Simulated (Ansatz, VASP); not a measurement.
**Two plane-wave programs on As**

```
CELL_PARAMETERS angstrom
0.00000 2.09161 2.09161
2.09161 0.00000 2.09161
2.09161 2.09161 0.00000
ATOMIC_POSITIONS crystal
As 0.00000 0.00000 0.00000
```

Alike in both runs: task relaxation of cell and atoms; functional PBEsol; k mesh 13 × 13 × 13; occupations fermi-dirac, width 0.1 eV; no spin polarisation.

|  | VASP | Ansatz |
| --- | --- | --- |
| version | VASP 6.6.1 | Ansatz 0.2.0 |
| potentials or method | VASP PAW PBE potentials, release 64 (As), cutoff 500 eV | plane waves (420 eV) with PAW, scalar-relativistic |
| valence electrons in the cell | 5 | 15 |

VASP gave:

* relaxed volume (Å³/atom): 18.49
* relaxed cell length with the largest relative difference (Å): 2.968

Estimate Ansatz's values.

relaxed volume (Å³/atom): 18.44; relaxed cell length with the largest relative difference (Å): 2.966.

VASP's potentials were made for PBE, not for PBEsol, and Ansatz warns of the same on its side. VASP's potentials hold 5 valence electrons a cell and Ansatz's 15, so a difference there can come from the potentials and not from the codes.
